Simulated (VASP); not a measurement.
Input of a VASP 6.6.1 run:

File INCAR:

```
SYSTEM = GaFe3
  PREC = Accurate
  ENCUT = 520
  EDIFF = 1E-6
  ISMEAR = -1
  SIGMA = 0.03
  LREAL = .FALSE.
  LASPH = .TRUE.
  NELM = 150
  ALGO = Normal
  ISIF = 2
  LWAVE = .FALSE.
  LCHARG = .FALSE.
  ISPIN = 2
  MAGMOM = 0 3 3 3
  LORBIT = 11
  LMAXMIX = 4
  GGA = PS
  NBANDS = 30
```

The input KPOINTS:

```
Automatic mesh
0
G
  8 8 8
  0 0 0
```

The input POSCAR:

```
GaFe3
1.0
    0.0000000000      2.5175916728      2.5175916728
    2.5175916728      0.0000000000      2.5175916728
    2.5175916728      2.5175916728      0.0000000000
Ga Fe
1 3
Direct
    0.0000000000      0.0000000000      0.0000000000
    0.5000000000      0.5000000000      0.5000000000
    0.7500000000      0.7500000000      0.7500000000
    0.2500000000      0.2500000000      0.2500000000
```

Potentials or basis: VASP PAW PBE potentials, release 64 (Ga_d, Fe).

The run is started by

```bash
$ cat potpaw_PBE.64/Ga_d/POTCAR potpaw_PBE.64/Fe/POTCAR > POTCAR
$ mpirun -np 1 vasp_std > vasp.out
```

**Question.** Estimate the net moment.

**Answer.** 2.62 μB per cell.

**Question.** What does it give for the site moments?

**Answer.** Ga -0.00; Fe +1.73, +0.41 (each value once) μB.
